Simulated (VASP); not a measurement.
Write the native input for VASP 6.6.1 that does the following.

- Task: single point
- Functional: HSE06
- Potentials or basis: VASP PAW PBE potentials, release 64 (Mg, Te)
- Cutoff: 520 eV
- k mesh: 6 × 6 × 2
- Occupations: gaussian, width 0.01 eV
- Spin: no spin polarisation
- Dipole correction: no
- Grid for exact exchange (PRECFOCK): Normal
- Further INCAR settings: ALGO = Normal; EDIFF = 1e-06; NBANDS = 16
- Share of exact exchange: 0.25
- Screening parameter: 0.2079 1/Å

Crystal: MgTe.

```xyz
4
Lattice="4.5319 0.0000 0.0000 -2.2659 3.9247 0.0000 0.0000 0.0000 7.3805" Properties=species:S:1:pos:R:3 pbc="T T T"
Mg    0.0000    2.6165   -0.0045
Mg    2.2659    1.3082    3.6858
Te    0.0000    2.6165    2.7722
Te    2.2659    1.3082    6.4625
```

This cell differs from its parent crystal: strain -1.0%.

The input as run:

POSCAR

```
MgTe
1.0
    4.5318592894      0.0000000000      0.0000000000
   -2.2659296447      3.9247052710      0.0000000000
    0.0000000000      0.0000000000      7.3805383669
Mg Te
2 2
Direct
    0.3333333333      0.6666666667     -0.0006080519
    0.6666666667      0.3333333333      0.4993919481
    0.3333333333      0.6666666667      0.3756080519
    0.6666666667      0.3333333333      0.8756080519
```

INCAR.step1

```
SYSTEM = MgTe
PREC = Accurate
ENCUT = 520
EDIFF = 1E-5
ISMEAR = 0
SIGMA = 0.01
LREAL = .FALSE.
LASPH = .TRUE.
NELM = 120
ALGO = Normal
ISIF = 2
LWAVE = .TRUE.
LCHARG = .FALSE.
GGA = PE
NBANDS = 16
GGA_COMPAT = .FALSE.
```

INCAR.step2

```
SYSTEM = MgTe
PREC = Accurate
ENCUT = 520
EDIFF = 1E-6
ISMEAR = 0
SIGMA = 0.01
LREAL = .FALSE.
LASPH = .TRUE.
NELM = 120
ALGO = Normal
ISIF = 2
LWAVE = .FALSE.
LCHARG = .FALSE.
GGA = PE
LHFCALC = .TRUE.
HFSCREEN = 0.2079
PRECFOCK = Normal
ISTART = 1
NBANDS = 16
GGA_COMPAT = .FALSE.
```

KPOINTS

```
regular mesh
0
G
  6 6 2
  0 0 0
```

Potentials or basis: VASP PAW PBE potentials, release 64 (Mg, Te).

Command:

```sh
$ cat potpaw_PBE.64/Mg/POTCAR potpaw_PBE.64/Te/POTCAR > POTCAR
$ cp INCAR.step1 INCAR
$ mpirun -np 1 vasp_std > vasp.out
$ cp INCAR.step2 INCAR
$ mpirun -np 1 vasp_std > vasp.out
```

It gave:

The pressure is 0.9 GPa and the band gap on the k mesh is 3.35 eV.

Caveat: the k points lie up to 0.43 Å⁻¹ apart; the cell differs from its parent crystal (strain -1.0%); the structure was generated, so it needn't be the stable form of MgTe; the PAW data sets were made with another functional, which shifts forces and pressure a little; spin-orbit coupling is left out, which moves the levels of the heavy elements.

Run time: 37 min on 1 thread of Intel(R) Xeon(R) Platinum 8259CL CPU @ 2.50GHz (Skylake/Cascade Lake), with other jobs on the host, peak memory 0.38 GiB.
